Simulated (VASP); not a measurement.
# Mo3W (Fm-3m) in VASP: single point with PBE

Aim: the single point of Mo3W with PBE.

Everything below comes from runs of VASP 6.6.1. Logs are shortened: lines on timing, memory, paths and dates and some standing lists are left out, and cuts for length are marked.

**1. The cell of the first run**

The structure is cubic, space group Fm-3m (No. 225). The conventional cell has a = 6.332 Å, b = 6.332 Å, c = 6.332 Å, α = 90.00°, β = 90.00°, γ = 90.00°. Within 3.6 Å of Mo (site symmetry -43m) lie 10 Mo at 2.74 to 3.17 Å and 4 W at 2.74 Å. Mo (site symmetry m-3m) has 8 Mo at 2.74 Å and 6 W at 3.17 Å within 3.6 Å. W (site symmetry m-3m) has 14 Mo at 2.74 to 3.17 Å within 3.6 Å.

**2. Single point, PBE, non-collinear spin, zero start, spin-orbit coupling**

INCAR reads:

```
SYSTEM = Mo3W
  PREC = Accurate
  ENCUT = 500
  EDIFF = 1E-6
  ISMEAR = 0
  SIGMA = 0.1
  LREAL = .FALSE.
  LASPH = .TRUE.
  NELM = 200
  ALGO = Normal
  ISIF = 2
  LWAVE = .FALSE.
  LCHARG = .TRUE.
  MAGMOM = 0 0 0 0 0 0 0 0 0 0 0 0
  LORBIT = 11
  LSORBIT = .TRUE.
  GGA_COMPAT = .FALSE.
  LORBMOM = .TRUE.
  LMAXMIX = 4
  GGA = PE
  LVHAR = .TRUE.
  NBANDS = 70
```

KPOINTS reads:

```
Automatic mesh
0
G
  12 12 12
  0 0 0
```

POSCAR reads:

```
Mo3W
1.0
    0.0000000000      3.1659847937      3.1659847937
    3.1659847937      0.0000000000      3.1659847937
    3.1659847937      3.1659847937      0.0000000000
Mo W
3 1
Direct
    0.2500000000      0.2500000000      0.2500000000
    0.7500000000      0.7500000000      0.7500000000
    0.5000000000      0.5000000000      0.5000000000
    0.0000000000      0.0000000000      0.0000000000
```

Potentials or basis: VASP PAW PBE potentials, release 64 (Mo_sv, W_sv).

Started as:

```console
$ cat potpaw_PBE.64/Mo_sv/POTCAR potpaw_PBE.64/W_sv/POTCAR > POTCAR
$ mpirun -np 1 vasp_ncl > vasp.out
```

OUTCAR:

```text
SYSTEM = Mo3W
   PREC = Accurate
   ENCUT = 500
   EDIFF = 1E-6
   ISMEAR = 0
   LREAL = .FALSE.
   LASPH = .TRUE.
   NELM = 200
   ISIF = 2
   LORBIT = 11
   LSORBIT = .TRUE.
   GGA = PE

 ion  position               nearest neighbor table
   1  0.250  0.250  0.250-   4 2.74   4 2.74   4 2.74   3 2.74   4 2.74   3 2.74   3 2.74   3 2.74
                             2 3.17   2 3.17   2 3.17   2 3.17   2 3.17   2 3.17
   2  0.750  0.750  0.750-   3 2.74   3 2.74   3 2.74   3 2.74   4 2.74   4 2.74   4 2.74   4 2.74
                             1 3.17   1 3.17   1 3.17   1 3.17   1 3.17   1 3.17
   3  0.500  0.500  0.500-   1 2.74   1 2.74   1 2.74   1 2.74   2 2.74   2 2.74   2 2.74   2 2.74
                             4 3.17   4 3.17   4 3.17   4 3.17   4 3.17   4 3.17
   4  0.000  0.000  0.000-   2 2.74   2 2.74   2 2.74   1 2.74   2 2.74   1 2.74   1 2.74   1 2.74
                             3 3.17   3 3.17   3 3.17   3 3.17   3 3.17   3 3.17

  LATTYP: Found a face centered cubic cell.
 ALAT       =     6.3319695874

  Lattice vectors:

 A1 = (   0.0000000000,   3.1659847937,   3.1659847937)
 A2 = (   3.1659847937,   0.0000000000,   3.1659847937)
 A3 = (   3.1659847937,   3.1659847937,   0.0000000000)

Analysis of symmetry for initial positions (statically):
=====================================================================
 Subroutine PRICEL returns:
 Original cell was already a primitive cell.

 Routine SETGRP: Setting up the symmetry group for a
 face centered cubic supercell.

 Subroutine GETGRP returns: Found 48 space group operations
 (whereof 48 operations were pure point group operations)
 out of a pool of 48 trial point group operations.

The static configuration has the point symmetry O_h .

Analysis of symmetry for dynamics (positions and initial velocities):
=====================================================================
 Subroutine PRICEL returns:
 Original cell was already a primitive cell.

 Routine SETGRP: Setting up the symmetry group for a
 face centered cubic supercell.

 Subroutine GETGRP returns: Found 48 space group operations
 (whereof 48 operations were pure point group operations)
 out of a pool of 48 trial point group operations.

The dynamic configuration has the point symmetry O_h .

Analysis of structural, dynamic, and magnetic symmetry:
=====================================================================
 Subroutine PRICEL returns:
 Original cell was already a primitive cell.

 Routine SETGRP: Setting up the symmetry group for a
 face centered cubic supercell.

 Subroutine GETGRP returns: Found 48 space group operations
 (whereof 48 operations were pure point group operations)
 out of a pool of 48 trial point group operations.

The overall configuration has the point symmetry O_h .

 Subroutine INISYM returns: Found 48 space group operations
 (whereof 48 operations are pure point group operations),
 and found     1 'primitive' translations

----------------------------------------------------------------------------------------

                                     Primitive cell

  volume of cell :      63.4682

  direct lattice vectors                    reciprocal lattice vectors
     0.000000000  3.165984794  3.165984794    -0.157928743  0.157928743  0.157928743
     3.165984794  0.000000000  3.165984794     0.157928743 -0.157928743  0.157928743
     3.165984794  3.165984794  0.000000000     0.157928743  0.157928743 -0.157928743

  length of vectors
     4.477378634  4.477378634  4.477378634     0.273540607  0.273540607  0.273540607

  position of ions in fractional coordinates (direct lattice)
     0.250000000  0.250000000  0.250000000
     0.750000000  0.750000000  0.750000000
     0.500000000  0.500000000  0.500000000
     0.000000000  0.000000000  0.000000000

  ion indices of the primitive-cell ions
   primitive index   ion index
                 1           1
                 2           2
                 3           3
                 4           4

----------------------------------------------------------------------------------------

 KPOINTS: Automatic mesh

Automatic generation of k-mesh.
 Grid dimensions read from file:
 generate k-points for:   12   12   12

 Generating k-lattice:

  Cartesian coordinates                     Fractional coordinates (reciprocal lattice)
    -0.013160729  0.013160729  0.013160729     0.083333333  0.000000000  0.000000000
     0.013160729 -0.013160729  0.013160729     0.000000000  0.083333333  0.000000000
     0.013160729  0.013160729 -0.013160729     0.000000000  0.000000000  0.083333333

  Length of vectors
     0.022795051  0.022795051  0.022795051

  Shift w.r.t. Gamma in fractional coordinates (k-lattice)
     0.000000000  0.000000000  0.000000000

[... 67 lines left out ...]
   IALGO  =     38    algorithm
   IMIX   =      4    mixing-type and parameters
     AMIX     =   0.40;   BMIX     =  1.00
     AMIX_MAG =   1.60;   BMIX_MAG =  1.00
  volume/ion in A,a.u.               =      15.87       107.08
  Fermi-wavevector in a.u.,A,eV,Ry     =   1.570189  2.967228 33.545089  2.465494
  Thomas-Fermi vector in A             =   2.671960
   LORBIT       =     11    0 simple, 1 ext, 2 COOP (PROOUT), +10 PAW based schemes
   GGA     = PE    functional components
   LHFCALC =     F    Hartree Fock is set to
   AEXX    =    0.0000 exact exchange contribution
   IVDW    =     0    specifies the selected vdW correction
   LEPSILON=     F    determine dielectric tensor
   LRPA    =     F    only Hartree local field effects (RPA)
 Gauss-broadening in eV      SIGMA  =   0.10
  energy-cutoff  :      500.00
  volume of cell :       63.47
 maximum number of plane-waves:      3278
 NGX is ok and might be reduce to    36
   NGX = 17   NGY = 17   NGZ = 17

 number of electron      56.0000006 magnetization      -0.0000000      0.0000000     -0.0000000

 number of electron      56.0000006 magnetization      -0.0000000      0.0000000      0.0000000

 number of electron      56.0000006 magnetization       0.0000000      0.0000000      0.0000000

 Free energy of the ion-electron system (eV)
  ---------------------------------------------------
  ext. energy  EPLUGINS =         0.00000000
  ---------------------------------------------------
  free energy    TOTEN  =       -46.90695767 eV

  energy without entropy =      -46.89783550  energy(sigma->0) =      -46.90239658

 E-fermi :  12.1278     XC(G=0): -13.3897

 val. band max:       12.0863908327   @ k =   0.4167   0.2500   0.0000
 cond. band min:      12.1445001361   @ k =  -0.4167   0.4167   0.0833
 fundamental gap:      0.0581093035
 Fermi energy:        12.1277905581

 k-point     1 :       0.0000    0.0000    0.0000
  band No.  band energies     occupation
      1     -61.9614      1.00000
      2     -61.9614      1.00000
      3     -49.1089      1.00000
      4     -49.1089      1.00000
      5     -48.8448      1.00000
      6     -48.8448      1.00000
[... 1693 lines left out ...]
     67      14.5302      0.00000
     68      14.5302      0.00000

 [... further k-points ...]

 [bands above 68 left out]

------------------------ aborting loop because EDIFF is reached ----------------------------------------

  FORCE on cell =-STRESS in cart. coord.  units (eV):
  Direction    XX          YY          ZZ          XY          YZ          ZX
  --------------------------------------------------------------------------------------
  -------------------------------------------------------------------------------------
  Total        0.3099020      0.3099020      0.3099020      0.0000000      0.0000000      0.0000000
  in kB        7.8230928      7.8230928      7.8230928      0.0000000      0.0000000      0.0000000
  external PRESSURE =       7.8230928 kB  Pullay stress =       0.0000000 kB

 VOLUME and BASIS-vectors are now :
 -----------------------------------------------------------------------------
  energy-cutoff  :      500.00
  volume of cell :       63.47
      direct lattice vectors                 reciprocal lattice vectors
     0.000000000  3.165984794  3.165984794    -0.157928743  0.157928743  0.157928743
     3.165984794  0.000000000  3.165984794     0.157928743 -0.157928743  0.157928743
     3.165984794  3.165984794  0.000000000     0.157928743  0.157928743 -0.157928743

 POSITION                                       TOTAL-FORCE (eV/Angst)
 -----------------------------------------------------------------------------------
      1.58299      1.58299      1.58299         0.000000      0.000000      0.000000
      4.74898      4.74898      4.74898        -0.000000     -0.000000     -0.000000
      3.16598      3.16598      3.16598        -0.000000     -0.000000     -0.000000
      0.00000      0.00000      0.00000        -0.000000     -0.000000     -0.000000
 -----------------------------------------------------------------------------------
    total drift:                                0.000000      0.000000      0.000000

  FREE ENERGIE OF THE ION-ELECTRON SYSTEM (eV)
  ---------------------------------------------------
  free  energy   TOTEN  =       -46.9069576666 eV

  energy  without entropy=      -46.8978354972  energy(sigma->0) =      -46.90239658

 orbital moment (x)

 # of ion     p       d       tot
 ----------------------------------------
  1         0.000  -0.000  -0.000
  2         0.000  -0.000  -0.000
  3         0.000  -0.000  -0.000
  4         0.000   0.000   0.000
 ----------------------------------------
            0.000  -0.000  -0.000

 orbital moment (y)

 # of ion     p       d       tot
 ----------------------------------------
  1         0.000   0.000   0.000
  2         0.000   0.000   0.000
  3         0.000  -0.000  -0.000
  4         0.000  -0.000  -0.000
 ----------------------------------------
            0.000   0.000   0.000

 orbital moment (z)

 # of ion     p       d       tot
 ----------------------------------------
  1         0.000  -0.000  -0.000
  2         0.000   0.000   0.000
  3         0.000   0.000   0.000
  4        -0.000   0.000  -0.000
 ----------------------------------------
           -0.000   0.000  -0.000

 Spin-Orbit-Coupling matrix elements

 Ion:    1  E_soc:     -0.2099849
 l=   1
     0.0000000    -0.0297834    -0.0297834
    -0.0297834     0.0000000    -0.0297834
    -0.0297834    -0.0297834     0.0000000
 l=   2
     0.0000000    -0.0014829     0.0000000    -0.0014829    -0.0037311
    -0.0014829     0.0000000    -0.0027983    -0.0014829    -0.0009328
     0.0000000    -0.0027983     0.0000000    -0.0027983     0.0000000
    -0.0014829    -0.0014829    -0.0027983     0.0000000    -0.0009328
    -0.0037311    -0.0009328     0.0000000    -0.0009328     0.0000000
 l=   3
     0.0000000     0.0000000     0.0000000     0.0000000     0.0000000     0.0000000     0.0000000
     0.0000000     0.0000000     0.0000000     0.0000000     0.0000000     0.0000000     0.0000000
     0.0000000     0.0000000     0.0000000     0.0000000     0.0000000     0.0000000     0.0000000
     0.0000000     0.0000000     0.0000000     0.0000000     0.0000000     0.0000000     0.0000000
[... 49 lines left out ...]
 l=   2
     0.0000000    -0.0080701     0.0000000    -0.0080701    -0.0271796
    -0.0080701     0.0000000    -0.0203847    -0.0080701    -0.0067949
     0.0000000    -0.0203847     0.0000000    -0.0203847     0.0000000
    -0.0080701    -0.0080701    -0.0203847     0.0000000    -0.0067949
    -0.0271796    -0.0067949     0.0000000    -0.0067949     0.0000000
 l=   3
     0.0000000     0.0000000     0.0000000     0.0000000     0.0000000     0.0000000     0.0000000
     0.0000000     0.0000000     0.0000000     0.0000000     0.0000000     0.0000000     0.0000000
     0.0000000     0.0000000     0.0000000     0.0000000     0.0000000     0.0000000     0.0000000
     0.0000000     0.0000000     0.0000000     0.0000000     0.0000000     0.0000000     0.0000000
     0.0000000     0.0000000     0.0000000     0.0000000     0.0000000     0.0000000     0.0000000
     0.0000000     0.0000000     0.0000000     0.0000000     0.0000000     0.0000000     0.0000000
     0.0000000     0.0000000     0.0000000     0.0000000     0.0000000     0.0000000     0.0000000

 total charge

# of ion       s       p       d       tot
------------------------------------------
    1        2.371   6.212   3.924  12.506
    2        2.371   6.212   3.924  12.506
    3        2.373   6.206   3.881  12.460
    4        2.420   6.313   3.310  12.044
--------------------------------------------------
tot          9.535  24.943  15.038  49.516

 magnetization (x)

# of ion       s       p       d       tot
------------------------------------------
    1        0.000  -0.000   0.000   0.000
    2        0.000  -0.000   0.000   0.000
    3       -0.000  -0.000   0.000   0.000
    4       -0.000   0.000   0.000  -0.000
--------------------------------------------------
tot         -0.000  -0.000   0.000   0.000

 magnetization (y)

# of ion       s       p       d       tot
------------------------------------------
    1        0.000  -0.000   0.000  -0.000
    2        0.000   0.000   0.000   0.000
    3        0.000   0.000   0.000   0.000
    4        0.000   0.000   0.000   0.000
--------------------------------------------------
tot          0.000   0.000   0.000   0.000

 magnetization (z)

# of ion       s       p       d       tot
------------------------------------------
    1        0.000  -0.000  -0.000  -0.000
    2        0.000   0.000  -0.000  -0.000
    3        0.000  -0.000   0.000   0.000
    4       -0.000  -0.000   0.000  -0.000
--------------------------------------------------
tot         -0.000  -0.000  -0.000  -0.000
```

Wall time 16 min (1 thread of Oxide Virtual Turin-like, shared host); peak memory 0.61 GiB.

What came out:

* Free energy: -46.9070 eV
* Pressure: 0.8 GPa
* Net moment: 0.00 μB per cell
* Valence electrons inside the program's atomic spheres: Mo 12.51, 12.46 (each value once); W 12.04

Moments on the atoms (μB; x, y, z):
```
Mo  0.00 0.00 0.00
Mo  0.00 0.00 0.00
Mo  0.00 0.00 0.00
W   0.00 0.00 0.00
```
